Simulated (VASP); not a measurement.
## Cd3N2: single point with PBE

Crystal: Cd3N2.

```
CELL_PARAMETERS angstrom
-2.16850 2.16850 4.93589
2.16850 -2.16850 4.93589
2.16850 2.16850 -4.93589
ATOMIC_POSITIONS crystal
Cd 0.18696 0.18696 0.00000
Cd 0.81304 0.81304 0.00000
Cd 0.50000 0.50000 0.00000
N 0.75000 0.25000 0.50000
N 0.25000 0.75000 0.50000
```

The cell was generated, and may not be a known phase.

- Program: VASP 6.6.1
- Task: single point
- Functional: PBE
- Potentials or basis: VASP PAW PBE potentials, release 64 (Cd_sv_GW, N)
- Cutoff: 700 eV
- k mesh: 4 × 4 × 4
- Occupations: gaussian, width 0.15 eV
- Spin: no spin polarisation

```
Pressure               : -0.6 GPa
Largest force          : 0.026 eV/Å
Band gap on the k mesh : zero (bands 35 and 36 overlap by 1.25 eV)
```

Forces in eV/Å, atoms in the order of the input:
```
Cd   0.000  0.000 -0.026
Cd   0.000  0.000  0.026
Cd   0.000  0.000  0.000
N    0.000  0.000  0.000
N    0.000  0.000  0.000
```

Stress tensor (GPa, compression positive):
```
-0.52  0.00  0.00
 0.00 -0.52  0.00
 0.00  0.00 -0.64
```

Levels at points of the mesh, in eV from the Fermi level:
```tsv
k point	band 33	band 34	band 35	band 36	band 37	band 38
(0.00, 0.00, 0.00)	-2.78	-0.90	-0.90	-0.45	2.57	3.27
(0.50, 0.00, 0.00)	-2.00	-1.88	-1.88	0.37	0.99	4.41
(0.50, 0.50, 0.00)	-1.41	-0.98	0.80	0.80	1.65	1.73
(0.50, 0.50, 0.50)	-0.86	-0.86	-0.37	0.33	0.98	2.29
```

Wall time 3 min on 1 thread of Intel(R) Xeon(R) Platinum 8488C (Sapphire Rapids), on a shared host, peak memory 0.38 GiB.

Caveat: the k points lie up to 0.40 Å⁻¹ apart, too coarse for converged energies and pressures of a metal.
